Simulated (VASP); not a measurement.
# ZnS (F-43m) in VASP: a series of runs, part 2 of 2

VASP 6.6.1.

## 4. Single point, r2SCAN+D3(BJ)

This run uses another cell than the first one, of 19.33 Å³/atom, 1.043 times its volume.

POSCAR reads:

```
ZnS
1.0
    0.0000000000      2.6838652254      2.6838652254
    2.6838652254      0.0000000000      2.6838652254
    2.6838652254      2.6838652254      0.0000000000
Zn S
1 1
Direct
    0.7500000000      0.7500000000      0.7500000000
    0.0000000000      0.0000000000      0.0000000000
```

INCAR.step1 reads:

```
SYSTEM = ZnS
ALGO = Normal
EDIFF = 1E-4
ENCUT = 520
GGA = PE
ISMEAR = -1
LASPH = .True.
LCHARG = .False.
LREAL = .False.
LWAVE = .True.
NBANDS = 16
NELM = 60
PREC = Accurate
SIGMA = 0.05
```

INCAR.step2 reads:

```
SYSTEM = ZnS
ALGO = Normal
EDIFF = 1E-6
ENCUT = 520
ISIF = 2
ISMEAR = -1
ISTART = 1
IVDW = 12
LASPH = .True.
LCHARG = .True.
LELF = .True.
LMIXTAU = .True.
LREAL = .False.
LVHAR = .True.
LWAVE = .False.
METAGGA = R2SCAN
NBANDS = 16
NELM = 60
PREC = Accurate
SIGMA = 0.05
VDW_A1 = 0.49484001
VDW_A2 = 5.73083694
VDW_S6 = 1.0
VDW_S8 = 0.78981345
```

KPOINTS reads:

```
k-points
0
Gamma
  9 9 9
  0 0 0
```

Launch:

```sh
$ cat potpaw_PBE.64/Zn/POTCAR potpaw_PBE.64/S/POTCAR > POTCAR
$ cp INCAR.step1 INCAR
$ mpirun -np 1 vasp_std > vasp.out
$ cp INCAR.step2 INCAR
$ mpirun -np 1 vasp_std > vasp.out
```

Run time: 41 s. Hardware: 1 thread of AMD EPYC 9R45 (Zen 5), shared host; peak memory 0.15 GiB.

It converged, with:

* Free energy: -19.1636 eV
* Pressure: -0.3 GPa
* Band gap on the k mesh: 2.77 eV, direct
* Dispersion energy per atom: -0.149 eV

Levels at points of the mesh, in eV from the valence-band top:
| k point | band 5 | band 6 | band 7 | band 8 | band 9 | band 10 | band 11 | band 12 | band 13 | band 14 |
| --- | --- | --- | --- | --- | --- | --- | --- | --- | --- | --- |
| (0.00, 0.00, 0.00) | -6.01 | -6.01 | 0.00 | 0.00 | 0.00 | 2.77 | 6.89 | 6.89 | 6.89 | 12.33 |

Caveat: the PAW data sets were made with another functional, which shifts forces and pressure a little.

## 5. Single point, r2SCAN+D3(BJ)

This run uses another cell than the first one, of 19.73 Å³/atom, 1.064 times its volume.

POSCAR reads:

```
ZnS
1.0
    0.0000000000      2.7020000000      2.7020000000
    2.7020000000      0.0000000000      2.7020000000
    2.7020000000      2.7020000000      0.0000000000
Zn S
1 1
Direct
    0.7500000000      0.7500000000      0.7500000000
    0.0000000000      0.0000000000      0.0000000000
```

INCAR.step1 reads:

```
SYSTEM = ZnS
PREC = Accurate
ENCUT = 520
ISMEAR = -1
SIGMA = 0.05
LREAL = .FALSE.
LASPH = .TRUE.
NELM = 80
NBANDS = 16
GGA = PE
ALGO = Normal
EDIFF = 1E-4
LWAVE = .TRUE.
LCHARG = .FALSE.
```

INCAR.step2 reads:

```
SYSTEM = ZnS
PREC = Accurate
ENCUT = 520
EDIFF = 1E-7
ISMEAR = -1
SIGMA = 0.05
LREAL = .FALSE.
LASPH = .TRUE.
NELM = 80
ALGO = Normal
ISIF = 2
LWAVE = .FALSE.
LCHARG = .FALSE.
METAGGA = R2SCAN
LMIXTAU = .TRUE.
IVDW = 12
VDW_S6 = 1.0
VDW_S8 = 0.78981345
VDW_A1 = 0.49484001
VDW_A2 = 5.73083694
NBANDS = 16
ISTART = 1
```

KPOINTS reads:

```
regular mesh
0
G
  9 9 9
  0 0 0
```

Launch:

```sh
$ cat potpaw_PBE.64/Zn/POTCAR potpaw_PBE.64/S/POTCAR > POTCAR
$ cp INCAR.step1 INCAR
$ mpirun -np 1 vasp_std > vasp.out
$ cp INCAR.step2 INCAR
$ mpirun -np 1 vasp_std > vasp.out
```

It took 53 s on 1 thread of AMD EPYC 9R45 (Zen 5), shared host; peak memory 0.15 GiB.

Results (log left out):

* Free energy: -19.1583 eV
* Pressure: -1.8 GPa
* Band gap on the k mesh: 2.67 eV, direct
* Dispersion energy per atom: -0.146 eV

Levels at points of the mesh, in eV from the valence-band top:
| k point | band 7 | band 8 | band 9 | band 10 | band 11 | band 12 |
| --- | --- | --- | --- | --- | --- | --- |
| (0.00, 0.00, 0.00) | 0.00 | 0.00 | 0.00 | 2.67 | 6.90 | 6.90 |

Caveat: the PAW data sets were made with another functional, which shifts forces and pressure a little.

## 6. Single point, r2SCAN

This run uses another cell than the first one, of 19.56 Å³/atom, 1.055 times its volume.

POSCAR reads:

```
ZnS
1.0
    0.0000000000      2.6945203633      2.6945203633
    2.6945203633      0.0000000000      2.6945203633
    2.6945203633      2.6945203633      0.0000000000
Zn S
1 1
Direct
    0.7500000000      0.7500000000      0.7500000000
    0.0000000000      0.0000000000      0.0000000000
```

INCAR.step1 reads:

```
SYSTEM = ZnS
PREC = Accurate
ENCUT = 520
ISMEAR = -1
SIGMA = 0.05
LREAL = .False.
LASPH = .True.
NELM = 60
NBANDS = 16
GGA = PE
ALGO = Normal
EDIFF = 1E-4
LWAVE = .True.
LCHARG = .False.
```

INCAR.step2 reads:

```
SYSTEM = ZnS
PREC = Accurate
ENCUT = 520
EDIFF = 1E-7
ISMEAR = -1
SIGMA = 0.05
LREAL = .False.
LASPH = .True.
NELM = 60
ALGO = Normal
ISIF = 2
LWAVE = .False.
LCHARG = .True.
METAGGA = R2SCAN
LMIXTAU = .True.
LELF = .True.
LVHAR = .True.
NBANDS = 16
ISTART = 1
```

KPOINTS reads:

```
regular mesh
0
Gamma
  9 9 9
  0 0 0
```

Potentials or basis: VASP PAW PBE potentials, release 64 (Zn, S).

Launch:

```sh
$ cat potpaw_PBE.64/Zn/POTCAR potpaw_PBE.64/S/POTCAR > POTCAR
$ cp INCAR.step1 INCAR
$ mpirun -np 1 vasp_std > vasp.out
$ cp INCAR.step2 INCAR
$ mpirun -np 1 vasp_std > vasp.out
```

Wall time 53 s (1 thread of AMD EPYC 9R45 (Zen 5), shared host); peak memory 0.14 GiB.

The run converged. Its results:

```
Free energy            : -18.8664 eV
Pressure               : 0.0 GPa
Band gap on the k mesh : 2.71 eV, direct
```

Levels at points of the mesh, in eV from the valence-band top:
```csv
k point,band 5,band 6,band 7,band 8,band 9,band 10,band 11,band 12,band 13,band 14
"(0.00, 0.00, 0.00)",-5.98,-5.98,0.00,0.00,0.00,2.71,6.90,6.90,6.90,12.31
```

Caveat: the PAW data sets were made with another functional, which shifts forces and pressure a little.

## 7. Summary

```csv
level,cell,gap on the mesh (eV),pressure (GPa)
r2SCAN+D3(BJ),"a = 3.743 Å, angles 60.0°, 2 atoms",2.97,3.4
r2SCAN+D3(BJ),"a = 3.770 Å, angles 60.0°, 2 atoms",2.87,1.5
r2SCAN+D3(BJ),"a = 3.796 Å, angles 60.0°, 2 atoms",2.77,-0.3
r2SCAN+D3(BJ),"a = 3.821 Å, angles 60.0°, 2 atoms",2.67,-1.8
r2SCAN,"a = 3.811 Å, angles 60.0°, 2 atoms",2.71,0.0
```

Alike in all rows: task single point; potentials or basis VASP PAW PBE potentials, release 64 (Zn, S); no spin polarisation; k mesh 9 × 9 × 9; cutoff (eV) 520; smearing fermi-dirac 0.05 eV.

Caveats: the PAW data sets were made with another functional, which shifts forces and pressure a little.

Total energies depend on the potentials used, so only differences within one code and one set of settings carry meaning.

## 8. Comparison with measurements

Step 3. Against the measured gap of ZnS, 3.85 eV (direct; 19 K; quoted in “Electronic, vibrational, and thermodynamic properties of ZnS (zincblende and rocksalt structure)”, 2009, arxiv:0911.5022), the calculated 2.87 eV is off by -0.98 eV. The value is that of r2SCAN+D3(BJ), without temperature or zero-point motion.

Step 4. Against the measured gap of ZnS, 3.85 eV (direct; 19 K; quoted in “Electronic, vibrational, and thermodynamic properties of ZnS (zincblende and rocksalt structure)”, 2009, arxiv:0911.5022), the calculated 2.77 eV is off by -1.08 eV. The value is that of r2SCAN+D3(BJ), without temperature or zero-point motion.

Step 5. Measured gap of ZnS: 3.85 eV (direct; 19 K; quoted in “Electronic, vibrational, and thermodynamic properties of ZnS (zincblende and rocksalt structure)”, 2009, arxiv:0911.5022). This calculation gives 2.67 eV (-1.18 eV). The value is that of r2SCAN+D3(BJ), without temperature or zero-point motion.

Step 6. Measured gap of ZnS: 3.85 eV (direct; 19 K; quoted in “Electronic, vibrational, and thermodynamic properties of ZnS (zincblende and rocksalt structure)”, 2009, arxiv:0911.5022). This calculation gives 2.71 eV (-1.14 eV). The value is that of r2SCAN, without temperature or zero-point motion.
